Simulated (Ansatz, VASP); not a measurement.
# Two plane-wave programs on GaP

```xyz
2
Lattice="0.0000 2.5890 2.6571 2.5890 0.0000 2.6571 2.5890 2.5890 0.0000" Properties=species:S:1:pos:R:3 pbc="T T T"
Ga    0.0000    0.0000    0.0000
P     3.8835    3.8835    3.9857
```

Change from the starting cell: strain -0.050 along x and y, -0.025 along z, atoms carried along.

Alike in both runs: task single point; functional r2SCAN; k mesh 8 × 8 × 8; occupations gaussian, width 0.05 eV; no spin polarisation.

|  | VASP | Ansatz |
| --- | --- | --- |
| version | VASP 6.6.1 | Ansatz 0.2.0 |
| potentials or method | VASP PAW PBE potentials, release 64 (Ga_d, P), cutoff 520 eV | scalar-relativistic, plane waves, PAW |
| valence electrons in the cell | 18 | 18 |

VASP gave:

```
gap on the k mesh at the Fermi level (eV)                     : 1.49
least direct gap on the mesh (eV)                             : 3.43
pressure (GPa)                                                : 14.9
traceless stress, the component that is largest in VASP (GPa) : -1.49
```

Problem. Estimate Ansatz's values.

Solution. gap on the k mesh at the Fermi level (eV): 1.48; least direct gap on the mesh (eV): 3.46; pressure (GPa): 14.9; traceless stress, the component that is largest in VASP (GPa): -1.49.

VASP's potentials were made for PBE, not for r2SCAN. The functional is the same, so the differences come from potentials, cutoffs and numerics.
